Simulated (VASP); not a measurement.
# CuSi16 (a cell with a defect) in VASP: single point with PBE

Aim: the single point of CuSi16 (a cell with a defect) with PBE.

All numbers are computed with VASP 6.6.1; they aren't measurements. Logs are shortened: lines on timing, memory, paths and dates and some standing lists are left out, and cuts for length are marked.

### 1 The cell of the first run

The cell holds a defect, 17 atoms: a = 7.679 Å, b = 7.679 Å, c = 7.679 Å, α = 60.00°, β = 60.00°, γ = 60.00°.

### 2 Single point, PBE, collinear spin

INCAR reads:

```
SYSTEM = CuSi16
  ALGO = Normal
  EDIFF = 1E-7
  ENCUT = 520
  GGA = PE
  ISIF = 2
  ISMEAR = -1
  ISPIN = 2
  LASPH = .True.
  LCHARG = .True.
  LELF = .True.
  LMAXMIX = 4
  LORBIT = 11
  LREAL = Auto
  LVHAR = .True.
  LWAVE = .False.
  MAGMOM = 0 0 0 0 0 0 0 0 0 0 0 0 0 0 0 0 1
  NBANDS = 56
  NELM = 150
  PREC = Accurate
  SIGMA = 0.05
```

KPOINTS reads:

```
k-points
0
Gamma
  2 2 2
  0 0 0
```

POSCAR reads:

```
CuSi16
1.0
    0.0000000000      5.4300000000      5.4300000000
    5.4300000000      0.0000000000      5.4300000000
    5.4300000000      5.4300000000      0.0000000000
Si Cu
16 1
Direct
   -0.0008216149     -0.0000060186      0.0001972308
    0.1262360671      0.1238667453      0.1235959588
    0.0013747963     -0.0040549101      0.5013409700
    0.1263669847      0.1245130343      0.6258577570
    0.0017061638      0.5016015811     -0.0049730060
    0.1264390151      0.6256530458      0.1244427296
    0.0025131053      0.5025392092      0.5026012938
    0.1238258887      0.6267967100      0.6259538322
    0.5005650343     -0.0000393084      0.0001691296
    0.6255084065      0.1242143254      0.1246399721
    0.5007106286      0.0002228306      0.4983192563
    0.6233426924      0.1244200041      0.6258318211
    0.5007854608      0.4978968461      0.0005008891
    0.6235508808      0.6256216482      0.1243556087
    0.4927643507      0.5024088951      0.5024772156
    0.6240718744      0.6258756551      0.6261525549
    0.8731079854      0.3779122870      0.3764582666
```

Potentials or basis: VASP PAW PBE potentials, release 64 (Si, Cu).

On the command line:

```console
> cat potpaw_PBE.64/Si/POTCAR potpaw_PBE.64/Cu/POTCAR > POTCAR
> mpirun -np 1 vasp_std > vasp.out
```

OUTCAR:

```text
SYSTEM = CuSi16
   EDIFF = 1E-7
   ENCUT = 520
   GGA = PE
   ISIF = 2
   ISMEAR = -1
   ISPIN = 2
   LASPH = .True.
   LORBIT = 11
   LREAL = Auto
   NELM = 150
   PREC = Accurate

 ion  position               nearest neighbor table
   1  0.999  1.000  0.000-  10 2.34   2 2.35   4 2.35   6 2.35
   2  0.126  0.124  0.124-   9 2.35   1 2.35   5 2.37   3 2.37  17 2.75
   3  0.001  0.996  0.501-   8 2.31   2 2.37  12 2.37   4 2.37  17 2.39
   4  0.126  0.125  0.626-   1 2.35  11 2.35   7 2.37   3 2.37  17 2.73
   5  0.002  0.502  0.995-   8 2.31   2 2.37  14 2.37   6 2.37  17 2.39
   6  0.126  0.626  0.124-   1 2.35  13 2.35   7 2.37   5 2.37  17 2.72
   7  0.003  0.503  0.503-   8 2.31   4 2.37   6 2.37  16 2.37  17 2.38
   8  0.124  0.627  0.626-   7 2.31  15 2.31   5 2.31   3 2.31
   9  0.501  1.000  0.000-  10 2.34   2 2.35  12 2.35  14 2.35
  10  0.626  0.124  0.125-   9 2.34   1 2.34  11 2.34  13 2.34
  11  0.501  0.000  0.498-  10 2.34  12 2.35   4 2.35  16 2.35
  12  0.623  0.124  0.626-   9 2.35  11 2.35  15 2.37   3 2.37  17 2.73
  13  0.501  0.498  0.001-  10 2.34  14 2.35   6 2.35  16 2.35
  14  0.624  0.626  0.124-   9 2.35  13 2.35  15 2.37   5 2.37  17 2.72
  15  0.493  0.502  0.502-   8 2.31  12 2.37  14 2.37  16 2.37  17 2.38
  16  0.624  0.626  0.626-  11 2.35  13 2.35   7 2.37  15 2.37  17 2.70
  17  0.873  0.378  0.376-   7 2.38  15 2.38   5 2.39   3 2.39  16 2.70   6 2.72  14 2.72   4 2.73
                            12 2.73   2 2.75

  LATTYP: Found a face centered cubic cell.
 ALAT       =    10.8600000000

  Lattice vectors:

 A1 = (   0.0000000000,   5.4300000000,   5.4300000000)
 A2 = (   5.4300000000,   0.0000000000,   5.4300000000)
 A3 = (   5.4300000000,   5.4300000000,   0.0000000000)

Analysis of symmetry for initial positions (statically):
=====================================================================
 Subroutine PRICEL returns:
 Original cell was already a primitive cell.

 Routine SETGRP: Setting up the symmetry group for a
 face centered cubic supercell.

 Subroutine GETGRP returns: Found  1 space group operations
 (whereof  1 operations were pure point group operations)
 out of a pool of 48 trial point group operations.

The static configuration has the point symmetry C_1 .

Analysis of symmetry for dynamics (positions and initial velocities):
=====================================================================
 Subroutine PRICEL returns:
 Original cell was already a primitive cell.

 Routine SETGRP: Setting up the symmetry group for a
 face centered cubic supercell.

 Subroutine GETGRP returns: Found  1 space group operations
 (whereof  1 operations were pure point group operations)
 out of a pool of 48 trial point group operations.

The dynamic configuration has the point symmetry C_1 .

Analysis of structural, dynamic, and magnetic symmetry:
=====================================================================
 Subroutine PRICEL returns:
 Original cell was already a primitive cell.

 Routine SETGRP: Setting up the symmetry group for a
 face centered cubic supercell.

 Subroutine GETGRP returns: Found  1 space group operations
 (whereof  1 operations were pure point group operations)
 out of a pool of 48 trial point group operations.

The overall configuration has the point symmetry C_1 .

 Subroutine INISYM returns: Found  1 space group operations
 (whereof  1 operations are pure point group operations),
 and found     1 'primitive' translations

----------------------------------------------------------------------------------------

                                     Primitive cell

  volume of cell :     320.2060

  direct lattice vectors                    reciprocal lattice vectors
     0.000000000  5.430000000  5.430000000    -0.092081031  0.092081031  0.092081031
     5.430000000  0.000000000  5.430000000     0.092081031 -0.092081031  0.092081031
     5.430000000  5.430000000  0.000000000     0.092081031  0.092081031 -0.092081031

  length of vectors
     7.679179644  7.679179644  7.679179644     0.159489025  0.159489025  0.159489025

  position of ions in fractional coordinates (direct lattice)
     0.999178385  0.999993981  0.000197231
     0.126236067  0.123866745  0.123595959
     0.001374796  0.995945090  0.501340970
     0.126366985  0.124513034  0.625857757
     0.001706164  0.501601581  0.995026994
     0.126439015  0.625653046  0.124442730
[... 9 lines left out ...]
     0.624071874  0.625875655  0.626152555
     0.873107985  0.377912287  0.376458267

  ion indices of the primitive-cell ions
   primitive index   ion index
                 1           1
                 2           2
                 3           3
                 4           4
                 5           5
                 6           6
[... 9 lines left out ...]
                16          16
                17          17

----------------------------------------------------------------------------------------

 KPOINTS: k-points

Automatic generation of k-mesh.
 Grid dimensions read from file:
 generate k-points for:    2    2    2

 Generating k-lattice:

  Cartesian coordinates                     Fractional coordinates (reciprocal lattice)
    -0.046040516  0.046040516  0.046040516     0.500000000  0.000000000  0.000000000
     0.046040516 -0.046040516  0.046040516     0.000000000  0.500000000  0.000000000
     0.046040516  0.046040516 -0.046040516     0.000000000  0.000000000  0.500000000

  Length of vectors
     0.079744512  0.079744512  0.079744512

  Shift w.r.t. Gamma in fractional coordinates (k-lattice)
     0.000000000  0.000000000  0.000000000

 Subroutine IBZKPT returns following result:
 ===========================================

 Found      8 irreducible k-points:

 Following reciprocal coordinates:
            Coordinates               Weight
  0.000000  0.000000  0.000000      1.000000
  0.500000  0.000000  0.000000      1.000000
  0.000000  0.500000  0.000000      1.000000
  0.000000  0.000000  0.500000      1.000000
  0.500000  0.500000  0.500000      1.000000
  0.500000  0.500000  0.000000      1.000000
  0.000000  0.500000  0.500000      1.000000
  0.500000  0.000000  0.500000      1.000000
   k-points           NKPTS =      8   k-points in BZ     NKDIM =      8   number of bands    NBANDS=     56
   number of dos      NEDOS =    301   number of ions     NIONS =     17
   total plane-waves  NPLWV = 216000
   dimension x,y,z NGX =    60 NGY =   60 NGZ =   60
   dimension x,y,z NGXF=   120 NGYF=  120 NGZF=  120
   ions per type =              16   1
   NGX,Y,Z   is equivalent  to a cutoff of  12.99, 12.99, 12.99 a.u.
   NGXF,Y,Z  is equivalent  to a cutoff of  25.98, 25.98, 25.98 a.u.
 SYSTEM =  CuSi16
   PREC   = accura    normal or accurate (medium, high low for compatibility)
   ISTART =      0    job   : 0-new  1-cont  2-samecut
   ICHARG =      2    charge: 1-file 2-atom 10-const
   ISPIN  =      2    spin polarized calculation?
   LNONCOLLINEAR =      F non collinear calculations
   LSORBIT =      F    spin-orbit coupling
   LASPH  =      T    aspherical Exc in radial PAW
   ENCUT  =  520.0 eV  38.22 Ry    6.18 a.u.  14.28 14.28 14.28*2*pi/ulx,y,z
   NELM   =    150;   NELMIN=  2; NELMDL= -5     # of ELM steps
   EDIFF  = 0.1E-06   stopping-criterion for ELM
   LREAL  =      T    real-space projection
   EDIFFG = 0.1E-05   stopping-criterion for IOM
   NSW    =      0    number of steps for IOM
   IBRION =     -1    ionic relax: 0-MD 1-quasi-New 2-CG
   NFREE  =      0    steps in history (QN), initial steepest desc. (CG)
   ISIF   =      2    stress and relaxation
   ISYM   =      2    0-nonsym 1-usesym 2-fastsym
   POTIM  = 0.5000    time-step for ionic-motion
   TEBEG  =    0.0;   TEEND  =   0.0 temperature during run
   PSTRESS=    0.0 pullay stress
   NELECT =      75.0000    total number of electrons
   NUPDOWN=      -1.0000    fix difference up-down
   EMIN   =  10.00;   EMAX   =-10.00  energy-range for DOS
   EFERMI =   0.00;   METHOD = LEGACY
   ISMEAR =    -1;   SIGMA  =   0.05  broadening in eV -4-tet -1-fermi 0-gaus
   EFERMI_NEDOS =   21; number of points for ismear=-14 and -15
   IALGO  =     38    algorithm
   IMIX   =      4    mixing-type and parameters
     AMIX     =   0.40;   BMIX     =  1.00
     AMIX_MAG =   1.60;   BMIX_MAG =  1.00
  volume/ion in A,a.u.               =      18.84       127.11
  Fermi-wavevector in a.u.,A,eV,Ry     =   1.009142  1.907001 13.855720  1.018367
  Thomas-Fermi vector in A             =   2.142052
   LORBIT       =     11    0 simple, 1 ext, 2 COOP (PROOUT), +10 PAW based schemes
   GGA     = PE    functional components
   LHFCALC =     F    Hartree Fock is set to
   AEXX    =    0.0000 exact exchange contribution
   IVDW    =     0    specifies the selected vdW correction
   LEPSILON=     F    determine dielectric tensor
   LRPA    =     F    only Hartree local field effects (RPA)
 spin polarized calculation
  energy-cutoff  :      520.00
  volume of cell :      320.21
 maximum number of plane-waves:      8646
 NGX is ok and might be reduce to    60
   NGX = 29   NGY = 29   NGZ = 29

 number of electron      75.0000000 magnetization       0.0009835

 number of electron      75.0000000 magnetization      -0.0001188

 Free energy of the ion-electron system (eV)
  ---------------------------------------------------
  ext. energy  EPLUGINS =         0.00000000
  ---------------------------------------------------
  free energy    TOTEN  =       -87.49229005 eV

  energy without entropy =      -87.42181193  energy(sigma->0) =      -87.45705099

 E-fermi :   6.8787     XC(G=0):  -9.6680

 val. band max:        6.8783314340   @ k =   0.5000   0.0000   0.0000
 cond. band min:       6.8802369362   @ k =   0.0000   0.0000   0.5000
 fundamental gap:      0.0019055022
 Fermi energy:         6.8786912618

 spin component 1

 k-point     1 :       0.0000    0.0000    0.0000
  band No.  band energies     occupation
      1      -5.9326      1.00000
      2      -3.5390      1.00000
      3      -3.5384      1.00000
      4      -3.5352      1.00000
      5      -3.5316      1.00000
      6      -2.0351      1.00000
[... 41 lines left out ...]
     48       8.6280      0.00000
     49       8.6388      0.00000
[... 362 lines left out ...]
     48      10.4660      0.00000
     49      10.4785      0.00000
 Fermi energy:         6.8786912618

 spin component 2

 k-point     1 :       0.0000    0.0000    0.0000
  band No.  band energies     occupation
      1      -5.9326      1.00000
      2      -3.5390      1.00000
      3      -3.5384      1.00000
      4      -3.5352      1.00000
      5      -3.5316      1.00000
      6      -2.0351      1.00000
[... 41 lines left out ...]
     48       8.6280      0.00000
     49       8.6388      0.00000
[... 362 lines left out ...]
     48      10.4660      0.00000
     49      10.4785      0.00000
 [bands above 49 left out]

------------------------ aborting loop because EDIFF is reached ----------------------------------------

  FORCE on cell =-STRESS in cart. coord.  units (eV):
  Direction    XX          YY          ZZ          XY          YZ          ZX
  --------------------------------------------------------------------------------------
  -------------------------------------------------------------------------------------
  Total        8.5294981      8.5266501      8.5271473      0.0223141      0.0953104     -0.0099912
  in kB       42.6780505     42.6638004     42.6662882      0.1116502      0.4768933     -0.0499916
  external PRESSURE =      42.6693797 kB  Pullay stress =       0.0000000 kB

 VOLUME and BASIS-vectors are now :
 -----------------------------------------------------------------------------
  energy-cutoff  :      520.00
  volume of cell :      320.21
      direct lattice vectors                 reciprocal lattice vectors
     0.000000000  5.430000000  5.430000000    -0.092081031  0.092081031  0.092081031
     5.430000000  0.000000000  5.430000000     0.092081031 -0.092081031  0.092081031
     5.430000000  5.430000000  0.000000000     0.092081031  0.092081031 -0.092081031

 POSITION                                       TOTAL-FORCE (eV/Angst)
 -----------------------------------------------------------------------------------
      5.43104      5.42661     10.85551         0.003858     -0.002470     -0.002168
      1.34372      1.35659      1.35806         0.001486      0.000969     -0.000502
      8.13026      2.72975      5.41545        -0.005849      0.004148     -0.004813
      4.07451      4.08458      1.36228        -0.002608      0.002118     -0.003265
      8.12669      5.41226      2.73296        -0.007644     -0.006586      0.005855
      4.07302      1.36229      4.08386        -0.001893     -0.002752      0.001804
[... 9 lines left out ...]
      6.79851      6.78872      6.78722         0.005379     -0.000694     -0.000113
      4.09623      6.78514      6.79304        -0.003190     -0.000080     -0.000262
 -----------------------------------------------------------------------------------
    total drift:                                0.002256     -0.001046      0.000633

  FREE ENERGIE OF THE ION-ELECTRON SYSTEM (eV)
  ---------------------------------------------------
  free  energy   TOTEN  =       -87.4922900467 eV

  energy  without entropy=      -87.4218119275  energy(sigma->0) =      -87.45705099

 total charge

# of ion       s       p       d       tot
------------------------------------------
    1        0.741   0.955   0.000   1.696
    2        0.738   0.948   0.000   1.685
    3        0.732   0.969   0.000   1.701
    4        0.737   0.948   0.000   1.685
    5        0.732   0.969   0.000   1.701
    6        0.737   0.948   0.000   1.685
[... 9 lines left out ...]
   16        0.736   0.948   0.000   1.684
   17        0.469   0.397   9.228  10.094
--------------------------------------------------
tot         12.293  15.691   9.228  37.211

 magnetization (x)

# of ion       s       p       d       tot
------------------------------------------
    1       -0.000  -0.000   0.000  -0.000
    2       -0.000   0.000   0.000  -0.000
    3       -0.000   0.000   0.000  -0.000
    4       -0.000   0.000   0.000   0.000
    5       -0.000   0.000   0.000  -0.000
    6       -0.000   0.000   0.000  -0.000
[... 9 lines left out ...]
   16       -0.000   0.000   0.000  -0.000
   17       -0.000  -0.000   0.000  -0.000
--------------------------------------------------
tot         -0.000  -0.000   0.000  -0.000
```

Run time: 10 min. Hardware: 1 thread of Intel Xeon 6975P-C (Granite Rapids), shared host; peak memory 0.73 GiB.

What came out:

```yaml
Free_energy: -87.4923 eV
Pressure: 4.3 GPa
Largest_force: 0.016 eV/Å
Net_moment: 0.00 μB per cell
Valence_electrons_inside_the_program's_atomic_spheres: Si 1.70, 1.69, 1.72, 1.68 (each value once); Cu 10.09
```

Forces on the atoms (eV/Å):
```
Si   0.004 -0.002 -0.002
Si   0.001  0.001 -0.001
Si  -0.006  0.004 -0.005
Si  -0.003  0.002 -0.003
Si  -0.008 -0.007  0.006
Si  -0.002 -0.003  0.002
Si   0.008  0.010  0.010
Si  -0.002  0.000 -0.001
Si   0.004  0.002  0.002
Si   0.008 -0.001  0.002
Si  -0.005 -0.005  0.005
Si  -0.002  0.003 -0.001
Si  -0.005  0.005 -0.006
Si  -0.001 -0.001  0.002
Si   0.007 -0.009 -0.010
Si   0.005 -0.001  0.000
Cu  -0.003  0.000  0.000
```

Levels at points of the mesh, in eV from the Fermi level:
Spin up:
```
           k point  band 33  band 34  band 35  band 36  band 37  band 38  band 39  band 40  band 41  band 42
(0.00, 0.00, 0.00)    -1.32    -1.32    -1.13    -0.63    -0.62    -0.61     0.06     0.06     0.09     0.10
(0.50, 0.00, 0.00)    -2.47    -1.41    -1.41    -1.19    -1.19     0.00     0.60     0.84     0.84     0.89
(0.00, 0.50, 0.00)    -2.48    -1.41    -1.41    -1.19    -1.18     0.00     0.59     0.83     0.83     0.90
(0.00, 0.00, 0.50)    -2.47    -1.41    -1.41    -1.19    -1.19     0.00     0.59     0.83     0.83     0.90
(0.50, 0.50, 0.50)    -2.47    -1.41    -1.41    -1.19    -1.19     0.00     0.60     0.84     0.84     0.89
(0.50, 0.50, 0.00)    -2.35    -1.99    -1.99    -1.96    -1.40     0.14     0.56     1.53     1.56     1.56
(0.00, 0.50, 0.50)    -2.35    -2.00    -1.99    -1.96    -1.40     0.14     0.56     1.53     1.56     1.56
(0.50, 0.00, 0.50)    -2.35    -1.99    -1.99    -1.96    -1.40     0.14     0.56     1.53     1.56     1.56
```
Spin down:
| k point | band 33 | band 34 | band 35 | band 36 | band 37 | band 38 | band 39 | band 40 | band 41 | band 42 |
| --- | --- | --- | --- | --- | --- | --- | --- | --- | --- | --- |
| (0.00, 0.00, 0.00) | -1.32 | -1.32 | -1.13 | -0.63 | -0.62 | -0.61 | 0.06 | 0.06 | 0.09 | 0.10 |
| (0.50, 0.00, 0.00) | -2.47 | -1.41 | -1.41 | -1.19 | -1.19 | 0.00 | 0.60 | 0.84 | 0.84 | 0.89 |
| (0.00, 0.50, 0.00) | -2.48 | -1.41 | -1.41 | -1.19 | -1.18 | 0.00 | 0.59 | 0.83 | 0.83 | 0.90 |
| (0.00, 0.00, 0.50) | -2.47 | -1.41 | -1.41 | -1.19 | -1.19 | 0.00 | 0.59 | 0.83 | 0.83 | 0.90 |
| (0.50, 0.50, 0.50) | -2.47 | -1.41 | -1.41 | -1.19 | -1.19 | 0.00 | 0.60 | 0.84 | 0.84 | 0.89 |
| (0.50, 0.50, 0.00) | -2.35 | -1.99 | -1.99 | -1.96 | -1.40 | 0.14 | 0.56 | 1.53 | 1.56 | 1.56 |
| (0.00, 0.50, 0.50) | -2.35 | -2.00 | -1.99 | -1.96 | -1.40 | 0.14 | 0.56 | 1.53 | 1.56 | 1.56 |
| (0.50, 0.00, 0.50) | -2.35 | -1.99 | -1.99 | -1.96 | -1.40 | 0.14 | 0.56 | 1.53 | 1.56 | 1.56 |

Caveat: the k points lie up to 0.50 Å⁻¹ apart.
